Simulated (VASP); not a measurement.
Runs of VASP 6.6.1 on HfO2. The structure is that of space group P6mm (No. 183), or close to it. The cells are those of the table. 

```tsv
cell	k mesh	gap on the mesh (eV)	largest force (eV/Å)
a = 3.173, b = 3.173, c = 28.969 Å, angles 90.0, 90.0, 120.0°, 3 atoms	6 × 6 × 1	none	0.72
a = 3.174, b = 3.174, c = 30.119 Å, angles 90.0, 90.0, 120.0°, 3 atoms	18 × 18 × 1	none	0.72
a = 3.170, b = 3.170, c = 17.000 Å, angles 90.0, 90.0, 120.0°, 3 atoms	6 × 6 × 1	none	60.13
a = 3.173, b = 3.173, c = 28.969 Å, angles 90.0, 90.0, 120.0°, 3 atoms	18 × 18 × 1	none	(a)
```

Alike in all rows: task single point; level PBE; potentials or basis VASP PAW PBE potentials, release 64 (Hf_pv, O); no spin polarisation; cutoff (eV) 520; smearing gaussian 0.1 eV.

Problem. Fill in the values left out.

Solution. (a) 0.77.

Caveats: some runs use coarse meshes; spin-orbit coupling is left out, which moves the levels of the heavy elements; the standard files for N, O and F lose accuracy on very short bonds (some runs).

A k mesh can miss the band edges, and the runs leave out spin-orbit coupling on Hf.

A gap of «none» marks levels without a gap at the run's occupations.
